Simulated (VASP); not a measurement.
# MoS2 (C2/m) in VASP: notebook

Runs on MoS2. Level: PBE+D3(BJ). Tasks: single point.

Everything below comes from runs of VASP 6.6.1. Logs are shortened: lines on timing, memory, paths and dates and some standing lists are left out, and cuts for length are marked.

### Step 1. The cell of the first run

It takes space group C2/m (No. 12, monoclinic). The conventional cell has a = 5.429 Å, b = 3.134 Å, c = 6.224 Å, α = 90.00°, β = 106.90°, γ = 90.00°. Within 3.1 Å of Mo (site symmetry 2/m) lie 6 S at 2.37 to 2.52 Å. S (site symmetry m) has 3 Mo at 2.37 to 2.52 Å within 3.1 Å.

### Step 2. Single point, PBE+D3(BJ) (mode 7 frozen in at -0.135 Å, normal strain along y +0.0000)

The input, INCAR:

```
PREC = Accurate
ENCUT = 520
EDIFF = 1E-6
ISMEAR = 0
SIGMA = 0.15
LREAL = False
LASPH = True
NELM = 60
ALGO = Normal
ISIF = 2
LWAVE = False
LCHARG = True
GGA = PE
IVDW = 12
LELF = True
LVHAR = True
NBANDS = 20
```

The input, KPOINTS:

```
regular mesh
0
Gamma
  15 15 15
```

The input, POSCAR:

```
MoS2
1.0
    1.5671157387      0.9047746936      5.9549887142
   -1.5671157387      0.9047746936      5.9549887142
    0.0000000000     -1.8095493872      5.9549887142
Mo S
1 2
Direct
    0.0000000000      0.0000000000      0.0000000000
    0.7315023783      0.7315023783      0.8061065869
    0.2684976217      0.2684976217      0.1938934131
```

Potentials or basis: VASP PAW PBE potentials, release 64 (Mo_sv, S).

Started as:

```
$ cat potpaw_PBE.64/Mo_sv/POTCAR potpaw_PBE.64/S/POTCAR > POTCAR
$ mpirun -np 1 vasp_std > vasp.out
```

OUTCAR:

```text
PREC = Accurate
   ENCUT = 520
   EDIFF = 1E-6
   ISMEAR = 0
   LREAL = False
   LASPH = True
   NELM = 60
   ISIF = 2
   GGA = PE
   IVDW = 12
 IVDW          = 12

 ion  position               nearest neighbor table
   1  0.000  0.000  0.000-   2 2.37   2 2.37   3 2.37   3 2.37   2 2.52   3 2.52
   2  0.732  0.732  0.806-   1 2.37   1 2.37   1 2.52
   3  0.268  0.268  0.194-   1 2.37   1 2.37   1 2.52

  LATTYP: Found a trigonal (rhomboedric) cell.
 ALAT       =     6.2238540769
 COS(alpha) =     0.8732017275

  Lattice vectors:

 A1 = (   1.5671157387,   0.9047746936,   5.9549887142)
 A2 = (  -1.5671157387,   0.9047746936,   5.9549887142)
 A3 = (   0.0000000000,  -1.8095493872,   5.9549887142)

Analysis of symmetry for initial positions (statically):
=====================================================================
 Subroutine PRICEL returns:
 Original cell was already a primitive cell.

 Routine SETGRP: Setting up the symmetry group for a
 trigonal (rhombohedral) supercell.

 Subroutine GETGRP returns: Found  4 space group operations
 (whereof  4 operations were pure point group operations)
 out of a pool of 12 trial point group operations.

The static configuration has the point symmetry C_2h.

Analysis of symmetry for dynamics (positions and initial velocities):
=====================================================================
 Subroutine PRICEL returns:
 Original cell was already a primitive cell.

 Routine SETGRP: Setting up the symmetry group for a
 trigonal (rhombohedral) supercell.

 Subroutine GETGRP returns: Found  4 space group operations
 (whereof  4 operations were pure point group operations)
 out of a pool of 12 trial point group operations.

The dynamic configuration has the point symmetry C_2h.

 Subroutine INISYM returns: Found  4 space group operations
 (whereof  4 operations are pure point group operations),
 and found     1 'primitive' translations

----------------------------------------------------------------------------------------

                                     Primitive cell

  volume of cell :      50.6610

  direct lattice vectors                    reciprocal lattice vectors
     1.567115739  0.904774694  5.954988714     0.319057481  0.184207923  0.055975477
    -1.567115739  0.904774694  5.954988714    -0.319057481  0.184207923  0.055975477
     0.000000000 -1.809549387  5.954988714     0.000000000 -0.368415845  0.055975477

  length of vectors
     6.223854077  6.223854077  6.223854077     0.372643917  0.372643917  0.372643917

  position of ions in fractional coordinates (direct lattice)
     0.000000000  0.000000000  0.000000000
     0.731502378  0.731502378  0.806106587
     0.268497622  0.268497622  0.193893413

  ion indices of the primitive-cell ions
   primitive index   ion index
                 1           1
                 2           2
                 3           3

----------------------------------------------------------------------------------------

 KPOINTS: regular mesh

Automatic generation of k-mesh.
 Grid dimensions read from file:
 generate k-points for:   15   15   15

 Generating k-lattice:

  Cartesian coordinates                     Fractional coordinates (reciprocal lattice)
     0.021270499  0.012280528  0.003731698     0.066666667  0.000000000  0.000000000
    -0.021270499  0.012280528  0.003731698     0.000000000  0.066666667  0.000000000
     0.000000000 -0.024561056  0.003731698     0.000000000  0.000000000  0.066666667

  Length of vectors
     0.024842928  0.024842928  0.024842928

  Shift w.r.t. Gamma in fractional coordinates (k-lattice)
     0.000000000  0.000000000  0.000000000

 Subroutine IBZKPT returns following result:
 ===========================================

 Found    904 irreducible k-points:

 Following reciprocal coordinates:
            Coordinates               Weight
  0.000000  0.000000  0.000000      1.000000
  0.066667  0.000000  0.000000      4.000000
  0.000000  0.000000  0.066667      2.000000
  0.133333  0.000000  0.000000      4.000000
  0.000000  0.000000  0.133333      2.000000
  0.200000  0.000000  0.000000      4.000000
[... 16 lines left out ...]
  0.066667  0.000000  0.200000      4.000000
  0.266667  0.066667  0.000000      4.000000
 [... further k-points ...]
   k-points           NKPTS =    904   k-points in BZ     NKDIM =    904   number of bands    NBANDS=     20
   number of dos      NEDOS =    301   number of ions     NIONS =      3
   total plane-waves  NPLWV = 110592
   dimension x,y,z NGX =    48 NGY =   48 NGZ =   48
   dimension x,y,z NGXF=    96 NGYF=   96 NGZF=   96
   ions per type =               1   2
   NGX,Y,Z   is equivalent  to a cutoff of  12.82, 12.82, 12.82 a.u.
   NGXF,Y,Z  is equivalent  to a cutoff of  25.64, 25.64, 25.64 a.u.
 SYSTEM =  unknown system
   PREC   = accura    normal or accurate (medium, high low for compatibility)
   ISTART =      0    job   : 0-new  1-cont  2-samecut
   ICHARG =      2    charge: 1-file 2-atom 10-const
   ISPIN  =      1    spin polarized calculation?
   LNONCOLLINEAR =      F non collinear calculations
   LSORBIT =      F    spin-orbit coupling
   LASPH  =      T    aspherical Exc in radial PAW
   ENCUT  =  520.0 eV  38.22 Ry    6.18 a.u.  11.57 11.57 11.57*2*pi/ulx,y,z
   NELM   =     60;   NELMIN=  2; NELMDL= -5     # of ELM steps
   EDIFF  = 0.1E-05   stopping-criterion for ELM
   LREAL  =      F    real-space projection
   EDIFFG = 0.1E-04   stopping-criterion for IOM
   NSW    =      0    number of steps for IOM
   IBRION =     -1    ionic relax: 0-MD 1-quasi-New 2-CG
   NFREE  =      0    steps in history (QN), initial steepest desc. (CG)
   ISIF   =      2    stress and relaxation
   ISYM   =      2    0-nonsym 1-usesym 2-fastsym
   POTIM  = 0.5000    time-step for ionic-motion
   TEBEG  =    0.0;   TEEND  =   0.0 temperature during run
   PSTRESS=    0.0 pullay stress
   NELECT =      26.0000    total number of electrons
   NUPDOWN=      -1.0000    fix difference up-down
   EMIN   =  10.00;   EMAX   =-10.00  energy-range for DOS
   EFERMI =   0.00;   METHOD = LEGACY
   ISMEAR =     0;   SIGMA  =   0.15  broadening in eV -4-tet -1-fermi 0-gaus
   EFERMI_NEDOS =   21; number of points for ismear=-14 and -15
   IALGO  =     38    algorithm
   IMIX   =      4    mixing-type and parameters
     AMIX     =   0.40;   BMIX     =  1.00
     AMIX_MAG =   1.60;   BMIX_MAG =  1.00
  volume/ion in A,a.u.               =      16.89       113.96
  Fermi-wavevector in a.u.,A,eV,Ry     =   1.310714  2.476891 23.374428  1.717972
  Thomas-Fermi vector in A             =   2.441226
   LORBIT       =      0    0 simple, 1 ext, 2 COOP (PROOUT), +10 PAW based schemes
   GGA     = PE    functional components
   LHFCALC =     F    Hartree Fock is set to
   AEXX    =    0.0000 exact exchange contribution
   IVDW    =    12    specifies the selected vdW correction
   LEPSILON=     F    determine dielectric tensor
   LRPA    =     F    only Hartree local field effects (RPA)
 non-spin polarized calculation
 Gauss-broadening in eV      SIGMA  =   0.15
  energy-cutoff  :      520.00
  volume of cell :       50.66
 maximum number of plane-waves:      1385
   NGX = 23   NGY = 23   NGZ = 23

 number of electron      26.0000001 magnetization

 Free energy of the ion-electron system (eV)
  ---------------------------------------------------
  ext. energy  EPLUGINS =         0.00000000
  ---------------------------------------------------
  free energy    TOTEN  =       -20.81271156 eV

  energy without entropy =      -20.80129120  energy(sigma->0) =      -20.80700138

 E-fermi :   8.4045     XC(G=0): -11.2173

 val. band max:        8.4043668648   @ k =   0.1333   0.1333   0.1333
 cond. band min:       8.4057374326   @ k =   0.4667   0.2667   0.0000
 fundamental gap:      0.0013705678
 Fermi energy:         8.4045189350

 k-point     1 :       0.0000    0.0000    0.0000
  band No.  band energies     occupation
      1     -53.2895      2.00000
      2     -27.3984      2.00000
      3     -27.2768      2.00000
      4     -27.1843      2.00000
      5      -6.8508      2.00000
      6      -5.0981      2.00000
[... 12 lines left out ...]
     19      15.4879      0.00000
     20      18.0759      0.00000

 k-point     2 :       0.0667    0.0000    0.0000
  band No.  band energies     occupation
      1     -53.2875      2.00000
      2     -27.3946      2.00000
      3     -27.2930      2.00000
      4     -27.1916      2.00000
      5      -6.7741      2.00000
      6      -5.0848      2.00000
[... 12 lines left out ...]
     19      15.7533      0.00000
     20      17.7816      0.00000

 k-point     3 :       0.0000    0.0000    0.0667
  band No.  band energies     occupation
      1     -53.2876      2.00000
      2     -27.3952      2.00000
      3     -27.2811      2.00000
      4     -27.2025      2.00000
      5      -6.7800      2.00000
      6      -5.0734      2.00000
[... 12 lines left out ...]
     19      15.7020      0.00000
     20      17.7619      0.00000

 k-point     4 :       0.1333    0.0000    0.0000
  band No.  band energies     occupation
      1     -53.2819      2.00000
      2     -27.3842      2.00000
      3     -27.3414      2.00000
      4     -27.2091      2.00000
      5      -6.5503      2.00000
      6      -5.0448      2.00000
[... 12 lines left out ...]
     19      16.2658      0.00000
     20      17.5289      0.00000

 k-point     5 :       0.0000    0.0000    0.1333
  band No.  band energies     occupation
      1     -53.2821      2.00000
      2     -27.3868      2.00000
      3     -27.2930      2.00000
      4     -27.2529      2.00000
      5      -6.5749      2.00000
      6      -4.9988      2.00000
[... 12 lines left out ...]
     19      16.0813      0.00000
     20      17.5650      0.00000
[... 353 lines left out ...]
      6      -5.0014      2.00000
[... 12 lines left out ...]
     19      16.5252      0.00000
     20      17.5504      0.00000

 k-point    22 :      -0.2000   -0.0000   -0.0667
  band No.  band energies     occupation
      1     -53.2768      2.00000
      2     -27.3972      2.00000
      3     -27.3736      2.00000
      4     -27.2149      2.00000
      5      -6.3170      2.00000
      6      -5.0380      2.00000
[... 12 lines left out ...]
     19      16.5946      0.00000
     20      17.5954      0.00000

 k-point    23 :       0.0667    0.0000    0.2000
  band No.  band energies     occupation
      1     -53.2771      2.00000
      2     -27.3802      2.00000
      3     -27.3296      2.00000
      4     -27.2724      2.00000
      5      -6.3640      2.00000
      6      -4.9524      2.00000
[... 12 lines left out ...]
     19      16.3398      0.00000
     20      17.6080      0.00000

 k-point    24 :       0.2667    0.0667    0.0000
  band No.  band energies     occupation
      1     -53.2681      2.00000
      2     -27.4492      2.00000
      3     -27.3594      2.00000
      4     -27.2611      2.00000
      5      -5.9426      2.00000
      6      -4.9126      2.00000
[... 12 lines left out ...]
     19      16.7499      0.00000
     20      18.0805      0.00000

 [... further k-points ...]

------------------------ aborting loop because EDIFF is reached ----------------------------------------

 Edisp (eV)   -1.34935

 E8    (eV) :    -0.5446

  FORCE on cell =-STRESS in cart. coord.  units (eV):
  Direction    XX          YY          ZZ          XY          YZ          ZX
  --------------------------------------------------------------------------------------
  -------------------------------------------------------------------------------------
  Total       1.50550    -1.06253     0.49954     0.00000     2.99007     0.00000
  in kB      47.61219   -33.60290    15.79832     0.00000    94.56245     0.00000
  external pressure =        9.94 kB  Pullay stress =        0.00 kB

 VOLUME and BASIS-vectors are now :
 -----------------------------------------------------------------------------
  energy-cutoff  :      520.00
  volume of cell :       50.66
      direct lattice vectors                 reciprocal lattice vectors
     1.567115739  0.904774694  5.954988714     0.319057481  0.184207923  0.055975477
    -1.567115739  0.904774694  5.954988714    -0.319057481  0.184207923  0.055975477
     0.000000000 -1.809549387  5.954988714     0.000000000 -0.368415845  0.055975477

 POSITION                                       TOTAL-FORCE (eV/Angst)
 -----------------------------------------------------------------------------------
      0.00000      0.00000      0.00000         0.000000     -0.000000     -0.000000
      0.00000     -0.13500     13.51253         0.000000      0.993610      0.147234
      0.00000      0.13500      4.35243         0.000000     -0.993610     -0.147234
 -----------------------------------------------------------------------------------
    total drift:                                0.000000     -0.000000      0.000000

  FREE ENERGIE OF THE ION-ELECTRON SYSTEM (eV)
  ---------------------------------------------------
  free  energy   TOTEN  =       -22.1620584000 eV

  energy  without entropy=      -22.1506380396  energy(sigma->0) =      -22.15634822
```

It took 19 min on 1 thread of Intel Xeon 6975P-C (Granite Rapids), shared host; peak memory 0.97 GiB.

Results:

| Quantity | Value |
| --- | --- |
| Free energy | -22.1621 eV |
| Pressure | 1.0 GPa |
| Largest force | 1.004 eV/Å |
| Band gap on the k mesh | zero (band 13 reaches 8.74 eV, above the bottom of band 14 at 8.13 eV) |
| Dispersion energy per atom | -0.450 eV |

Forces in eV/Å, atoms in the order of the input:
```
Mo   0.000  0.000  0.000
S    0.000  0.994  0.147
S    0.000 -0.994 -0.147
```

Stress tensor (GPa, compression positive):
```
 4.76  0.00  0.00
 0.00 -3.36  9.46
 0.00  9.46  1.58
```

Caveat: the cell differs from its parent crystal (mode 7 frozen in at -0.135 Å, normal strain along y +0.0000); pairwise dispersion overbinds metals, which lowers pressure and volume; forces of over 1 eV/Å act on the atoms, so gaps and moduli don't describe the material at rest.

(Continued in part 2 of 2.)
